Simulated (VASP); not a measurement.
A run of VASP 6.6.1:

File INCAR:

```
PREC     = Accurate       # precision mode
ENCUT    = 520            # plane-wave cutoff, eV
EDIFF    = 1E-6           # SCF threshold, eV
ISMEAR   = 0              # smearing method
SIGMA    = 0.1            # smearing width, eV
LREAL    = F              # projectors in reciprocal space
LASPH    = T              # aspherical terms in the spheres
NELM     = 150            # most SCF steps
ALGO     = Normal         # electronic algorithm
ISIF     = 2              # what is computed and relaxed
LWAVE    = F              # write WAVECAR
LCHARG   = F              # write CHGCAR
ISPIN    = 2              # spin polarisation
MAGMOM   = 7.72 0         # initial moments
LORBIT   = 11             # projections on sites
LMAXMIX  = 6              # l up to which the mixer works
LDAU     = T              # DFT+U
LDAUTYPE = 2            
LDAUL    = 3 -1           # shell
LDAUU    = 6 0            # U, eV
LDAUJ    = 0 0          
LDAUPRINT= 1            
GGA      = PE             # functional
NBANDS   = 23             # bands
ISYM     = 0
```

KPOINTS

```
Automatic mesh
0
Gamma
  4 3 8
```

Contents of POSCAR:

```
GdO
1.0
    3.8164450272      0.0000000000      0.0000000000
    0.0000000000      5.3972683175      0.0000000000
    1.9082225136     -2.6986341587      1.9082225136
Gd O
1 1
Direct
    0.0000000000      0.0000000000      0.0000000000
    0.5000000000      0.2500000000      0.0000000000
```

Potentials or basis: VASP PAW PBE potentials, release 64 (Gd, O).

Run with:

```console
$ cat potpaw_PBE.64/Gd/POTCAR potpaw_PBE.64/O/POTCAR > POTCAR
$ mpirun -np 1 vasp_std > vasp.out
```

Hardware: 1 thread of AMD EPYC 7R13 (shared host).

**Question.** How long does it take, and how much memory?

**Answer.** It took 6.5 min on 1 thread of AMD EPYC 7R13, with other jobs on the host, peak memory 0.23 GiB. Counts: scf iterations 17, k points 50.
